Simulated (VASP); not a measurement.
Ru: single point with PBE

Crystal: Ru.

```
CELL_PARAMETERS angstrom
4.15473 0.00000 0.00000
-2.07737 3.59810 0.00000
0.00000 0.00000 4.74323
ATOMIC_POSITIONS crystal
Ru 0.00000 0.00000 0.25000
Ru 0.00000 0.00000 0.75000
Ru 0.33333 0.66667 0.75000
Ru 0.66667 0.33333 0.25000
```

```yaml
Program: VASP 6.6.1
Task: single point
Functional: PBE
Potentials_or_basis: VASP PAW PBE potentials, release 64 (Ru_pv)
Cutoff: 520 eV
k_mesh: 6 × 6 × 4
Occupations: gaussian, width 0.1 eV
Spin: no spin polarisation
Dipole_correction: no
Further_INCAR_settings: ALGO = Normal; EDIFF = 1e-06; NBANDS = 36
```

- Pressure: 0.3 GPa
- Band gap on the k mesh: zero (bands 28 and 29 overlap by 1.37 eV)

Stress tensor (GPa, compression positive):
```
0.30 0.00 0.00
0.00 0.30 0.00
0.00 0.00 0.20
```

Levels at points of the mesh, in eV from the Fermi level:
```tsv
k point	band 24	band 25	band 26	band 27	band 28	band 29	band 30	band 31	band 32	band 33
(0.00, 0.00, 0.00)	-1.88	-1.88	-1.67	-1.67	-0.87	0.29	0.29	0.67	0.71	0.71
(0.50, 0.00, 0.00)	-2.14	-1.14	-0.48	-0.43	0.49	0.67	0.93	0.95	1.26	2.02
(0.00, 0.00, 0.50)	-2.55	-1.50	-1.50	-1.50	-1.50	-0.35	-0.35	-0.15	-0.15	-0.15
(0.50, 0.00, 0.50)	-2.57	-1.27	-1.27	0.21	0.21	0.36	0.36	0.84	0.84	1.00
```

Run time: 62 s on 1 thread of Intel Xeon 8259CL (shared host), peak memory 0.2 GiB.
